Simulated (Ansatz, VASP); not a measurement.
**One calculation of CO2, two programs**

```
CELL_PARAMETERS angstrom
5.72212 0.00000 0.00000
0.00000 5.72212 0.00000
0.00000 0.00000 5.72212
ATOMIC_POSITIONS crystal
C 0.00000 0.00000 0.00000
C 0.50000 0.00000 0.50000
C 0.50000 0.50000 0.00000
C 0.00000 0.50000 0.50000
O 0.11793 0.11793 0.11793
O 0.38207 0.88207 0.61793
O 0.61793 0.38207 0.88207
O 0.88207 0.61793 0.38207
O 0.88207 0.88207 0.88207
O 0.61793 0.11793 0.38207
O 0.38207 0.61793 0.11793
O 0.11793 0.38207 0.61793
```

Alike in both runs: functional PBE; dispersion D3(BJ); k mesh 4 × 4 × 4; occupations gaussian, width 0.02 eV; no spin polarisation.

Ansatz relaxed the structure, and its values are those at the end. VASP's run is a single point on that final structure, the one shown.

```csv
,VASP,Ansatz
version,VASP 6.6.1,Ansatz 0.2.0
potentials or method,"VASP PAW PBE potentials, release 64 (C_h, O_h), cutoff 910 eV","scalar-relativistic, plane waves, PAW"
valence electrons in the cell,64,64
```

Ansatz gave:

* gap on the k mesh at the Fermi level (eV): 6.74
* least direct gap on the mesh (eV): 6.74
* rms of the force components (eV/Å): 0.001

Which values does VASP return?

gap on the k mesh at the Fermi level (eV): 6.74; least direct gap on the mesh (eV): 6.74; rms of the force components (eV/Å): 0.013.

Noted on VASP's run: the cutoff is under 1.25 times that of the potentials, so the pressure is a little rough.
